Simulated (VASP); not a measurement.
# Al2Cu (P4/mmm) in VASP: further runs, part 2 of 2

VASP 6.6.1.

## Step 3: Single point, PBE

Contents of INCAR:

```
SYSTEM = Al2Cu
PREC     = Accurate       ! precision mode
ENCUT    = 600            ! plane-wave cutoff, eV
EDIFF    = 1E-6           ! SCF threshold, eV
ISMEAR   = 0              ! smearing method
SIGMA    = 0.1            ! smearing width, eV
LREAL    = .False.        ! projectors in reciprocal space
LASPH    = .True.         ! aspherical terms in the spheres
NELM     = 120            ! most SCF steps
ALGO     = Normal         ! electronic algorithm
ISIF     = 2              ! what is computed and relaxed
LWAVE    = .False.        ! write WAVECAR
LCHARG   = .True.         ! write CHGCAR
GGA      = PE             ! functional
LELF     = .True.         ! ELF
LVHAR    = .True.       
NBANDS   = 16             ! bands
GGA_COMPAT= .False.
```

Contents of KPOINTS:

```
Automatic mesh
0
Gamma
  2 2 3
  0 0 0
```

Contents of POSCAR:

```
Al2Cu
1.0
    4.1051820000      0.0000000000      0.0000000000
    0.0000000000      4.1051820000      0.0000000000
    0.0000000000      0.0000000000      2.8913130000
Al Cu
2 1
Direct
    0.5000000000      0.0000000000      0.5000000000
    0.0000000000      0.5000000000      0.5000000000
    0.0000000000      0.0000000000      0.0000000000
```

Potentials or basis: VASP PAW PBE potentials, release 64 (Al, Cu).

On the command line:

```bash
$ cat potpaw_PBE.64/Al/POTCAR potpaw_PBE.64/Cu/POTCAR > POTCAR
$ mpirun -np 1 vasp_std > vasp.out
```

OUTCAR:

```text
SYSTEM = Al2Cu
   PREC = Accurate
   ENCUT = 600
   EDIFF = 1E-6
   ISMEAR = 0
   LREAL = .False.
   LASPH = .True.
   NELM = 120
   ISIF = 2
   GGA = PE

 ion  position               nearest neighbor table
   1  0.500  0.000  0.500-   3 2.51   3 2.51   3 2.51   3 2.51   2 2.90   2 2.90   2 2.90   2 2.90

   2  0.000  0.500  0.500-   3 2.51   3 2.51   3 2.51   3 2.51   1 2.90   1 2.90   1 2.90   1 2.90

   3  0.000  0.000  0.000-   1 2.51   2 2.51   1 2.51   2 2.51   2 2.51   2 2.51   1 2.51   1 2.51

  LATTYP: Found a simple tetragonal cell.
 ALAT       =     4.1051820000
 C/A-ratio  =     0.7043081159

  Lattice vectors:

 A1 = (   4.1051820000,   0.0000000000,   0.0000000000)
 A2 = (   0.0000000000,   4.1051820000,   0.0000000000)
 A3 = (   0.0000000000,   0.0000000000,   2.8913130000)

Analysis of symmetry for initial positions (statically):
=====================================================================
 Subroutine PRICEL returns:
 Original cell was already a primitive cell.

 Routine SETGRP: Setting up the symmetry group for a
 simple tetragonal supercell.

 Subroutine GETGRP returns: Found 16 space group operations
 (whereof 16 operations were pure point group operations)
 out of a pool of 16 trial point group operations.

The static configuration has the point symmetry D_4h.

Analysis of symmetry for dynamics (positions and initial velocities):
=====================================================================
 Subroutine PRICEL returns:
 Original cell was already a primitive cell.

 Routine SETGRP: Setting up the symmetry group for a
 simple tetragonal supercell.

 Subroutine GETGRP returns: Found 16 space group operations
 (whereof 16 operations were pure point group operations)
 out of a pool of 16 trial point group operations.

The dynamic configuration has the point symmetry D_4h.

 Subroutine INISYM returns: Found 16 space group operations
 (whereof 16 operations are pure point group operations),
 and found     1 'primitive' translations

----------------------------------------------------------------------------------------

                                     Primitive cell

  volume of cell :      48.7259

  direct lattice vectors                    reciprocal lattice vectors
     4.105182000  0.000000000  0.000000000     0.243594559  0.000000000  0.000000000
     0.000000000  4.105182000  0.000000000     0.000000000  0.243594559  0.000000000
     0.000000000  0.000000000  2.891313000     0.000000000  0.000000000  0.345863627

  length of vectors
     4.105182000  4.105182000  2.891313000     0.243594559  0.243594559  0.345863627

  position of ions in fractional coordinates (direct lattice)
     0.500000000  0.000000000  0.500000000
     0.000000000  0.500000000  0.500000000
     0.000000000  0.000000000  0.000000000

  ion indices of the primitive-cell ions
   primitive index   ion index
                 1           1
                 2           2
                 3           3

----------------------------------------------------------------------------------------

 KPOINTS: Automatic mesh

Automatic generation of k-mesh.
 Grid dimensions read from file:
 generate k-points for:    2    2    3

 Generating k-lattice:

  Cartesian coordinates                     Fractional coordinates (reciprocal lattice)
     0.121797280  0.000000000  0.000000000     0.500000000  0.000000000  0.000000000
     0.000000000  0.121797280  0.000000000     0.000000000  0.500000000  0.000000000
     0.000000000  0.000000000  0.115287876     0.000000000  0.000000000  0.333333333

  Length of vectors
     0.121797280  0.121797280  0.115287876

  Shift w.r.t. Gamma in fractional coordinates (k-lattice)
     0.000000000  0.000000000  0.000000000

 Subroutine IBZKPT returns following result:
 ===========================================

 Found      6 irreducible k-points:

 Following reciprocal coordinates:
            Coordinates               Weight
  0.000000  0.000000  0.000000      1.000000
  0.500000  0.000000  0.000000      2.000000
  0.500000  0.500000  0.000000      1.000000
  0.000000  0.000000  0.333333      2.000000
  0.500000  0.000000  0.333333      4.000000
  0.500000  0.500000  0.333333      2.000000
   k-points           NKPTS =      6   k-points in BZ     NKDIM =      6   number of bands    NBANDS=     16
   number of dos      NEDOS =    301   number of ions     NIONS =      3
   total plane-waves  NPLWV =  31104
   dimension x,y,z NGX =    36 NGY =   36 NGZ =   24
   dimension x,y,z NGXF=    72 NGYF=   72 NGZF=   48
   ions per type =               2   1
   NGX,Y,Z   is equivalent  to a cutoff of  14.58, 14.58, 13.80 a.u.
   NGXF,Y,Z  is equivalent  to a cutoff of  29.16, 29.16, 27.60 a.u.
 SYSTEM =  Al2Cu
   PREC   = accura    normal or accurate (medium, high low for compatibility)
   ISTART =      0    job   : 0-new  1-cont  2-samecut
   ICHARG =      2    charge: 1-file 2-atom 10-const
   ISPIN  =      1    spin polarized calculation?
   LNONCOLLINEAR =      F non collinear calculations
   LSORBIT =      F    spin-orbit coupling
   LASPH  =      T    aspherical Exc in radial PAW
   ENCUT  =  600.0 eV  44.10 Ry    6.64 a.u.   8.20  8.20  5.77*2*pi/ulx,y,z
   NELM   =    120;   NELMIN=  2; NELMDL= -5     # of ELM steps
   EDIFF  = 0.1E-05   stopping-criterion for ELM
   LREAL  =      F    real-space projection
   EDIFFG = 0.1E-04   stopping-criterion for IOM
   NSW    =      0    number of steps for IOM
   IBRION =     -1    ionic relax: 0-MD 1-quasi-New 2-CG
   NFREE  =      0    steps in history (QN), initial steepest desc. (CG)
   ISIF   =      2    stress and relaxation
   ISYM   =      2    0-nonsym 1-usesym 2-fastsym
   POTIM  = 0.5000    time-step for ionic-motion
   TEBEG  =    0.0;   TEEND  =   0.0 temperature during run
   PSTRESS=    0.0 pullay stress
   NELECT =      17.0000    total number of electrons
   NUPDOWN=      -1.0000    fix difference up-down
   EMIN   =  10.00;   EMAX   =-10.00  energy-range for DOS
   EFERMI =   0.00;   METHOD = LEGACY
   ISMEAR =     0;   SIGMA  =   0.10  broadening in eV -4-tet -1-fermi 0-gaus
   EFERMI_NEDOS =   21; number of points for ismear=-14 and -15
   IALGO  =     38    algorithm
   IMIX   =      4    mixing-type and parameters
     AMIX     =   0.40;   BMIX     =  1.00
     AMIX_MAG =   1.60;   BMIX_MAG =  1.00
  volume/ion in A,a.u.               =      16.24       109.61
  Fermi-wavevector in a.u.,A,eV,Ry     =   1.152492  2.177894 18.071765  1.328237
  Thomas-Fermi vector in A             =   2.289142
   LORBIT       =      0    0 simple, 1 ext, 2 COOP (PROOUT), +10 PAW based schemes
   GGA     = PE    functional components
   LHFCALC =     F    Hartree Fock is set to
   AEXX    =    0.0000 exact exchange contribution
   IVDW    =     0    specifies the selected vdW correction
   LEPSILON=     F    determine dielectric tensor
   LRPA    =     F    only Hartree local field effects (RPA)
 non-spin polarized calculation
 Gauss-broadening in eV      SIGMA  =   0.10
  energy-cutoff  :      600.00
  volume of cell :       48.73
 maximum number of plane-waves:      1640
 NGX is ok and might be reduce to    36
   NGX = 17   NGY = 17   NGZ = 11

 number of electron      16.9999992 magnetization

 Free energy of the ion-electron system (eV)
  ---------------------------------------------------
  ext. energy  EPLUGINS =         0.00000000
  ---------------------------------------------------
  free energy    TOTEN  =       -10.28674578 eV

  energy without entropy =      -10.27056946  energy(sigma->0) =      -10.27865762

 E-fermi :   7.4321     XC(G=0): -10.3726

 val. band max:        7.3402019641   @ k =   0.0000   0.0000   0.3333
 cond. band min:       7.5239183184   @ k =   0.5000   0.0000   0.3333
 fundamental gap:      0.1837163543
 Fermi energy:         7.4320601550

 k-point     1 :       0.0000    0.0000    0.0000
  band No.  band energies     occupation
      1      -3.3207      2.00000
      2       1.8264      2.00000
      3       2.3720      2.00000
      4       2.9950      2.00000
      5       3.1963      2.00000
      6       3.1963      2.00000
[... 8 lines left out ...]
     15      14.2841      0.00000
     16      19.5468      0.00000
[... 78 lines left out ...]
  band No.  band energies     occupation
      1       1.5214      2.00000
      2       1.5214      2.00000
      3       2.2022      2.00000
      4       2.6429      2.00000
      5       2.9741      2.00000
      6       3.2610      2.00000
[... 8 lines left out ...]
     15      18.7367      0.00000
     16      19.7497      0.00000

------------------------ aborting loop because EDIFF is reached ----------------------------------------

  FORCE on cell =-STRESS in cart. coord.  units (eV):
  Direction    XX          YY          ZZ          XY          YZ          ZX
  --------------------------------------------------------------------------------------
  -------------------------------------------------------------------------------------
  Total        0.0097194      0.0097194      2.8305205      0.0000000     -0.0000000      0.0000000
  in kB        0.3195886      0.3195886     93.0715490      0.0000000     -0.0000000      0.0000000
  external PRESSURE =      31.2369087 kB  Pullay stress =       0.0000000 kB

 VOLUME and BASIS-vectors are now :
 -----------------------------------------------------------------------------
  energy-cutoff  :      600.00
  volume of cell :       48.73
      direct lattice vectors                 reciprocal lattice vectors
     4.105182000  0.000000000  0.000000000     0.243594559  0.000000000  0.000000000
     0.000000000  4.105182000  0.000000000     0.000000000  0.243594559  0.000000000
     0.000000000  0.000000000  2.891313000     0.000000000  0.000000000  0.345863627

 POSITION                                       TOTAL-FORCE (eV/Angst)
 -----------------------------------------------------------------------------------
      2.05259      0.00000      1.44566         0.000000      0.000000      0.000000
      0.00000      2.05259      1.44566         0.000000      0.000000      0.000000
      0.00000      0.00000      0.00000         0.000000      0.000000      0.000000
 -----------------------------------------------------------------------------------
    total drift:                                0.000000     -0.000000     -0.000000

  FREE ENERGIE OF THE ION-ELECTRON SYSTEM (eV)
  ---------------------------------------------------
  free  energy   TOTEN  =       -10.2867457825 eV

  energy  without entropy=      -10.2705694583  energy(sigma->0) =      -10.27865762
```

It took 7.8 s on 1 thread of Intel Xeon Platinum 8488C (Sapphire Rapids), shared host; peak memory 0.16 GiB.

Results:

* Free energy: -10.2867 eV
* Pressure: 3.1 GPa

Stress tensor (GPa, compression positive):
```
0.03 0.00 0.00
0.00 0.03 0.00
0.00 0.00 9.31
```

Levels at points of the mesh, in eV from the Fermi level:
```
           k point  band 7  band 8  band 9  band 10  band 11  band 12
(0.00, 0.00, 0.00)   -2.61   -2.61   -0.35     0.62     5.72     5.89
(0.50, 0.00, 0.00)   -4.23   -1.25    1.23     1.42     1.68     7.14
(0.50, 0.50, 0.00)   -4.26   -4.26   -2.72     8.29     8.29     9.13
```

Caveat: the k points lie up to 0.77 Å⁻¹ apart.
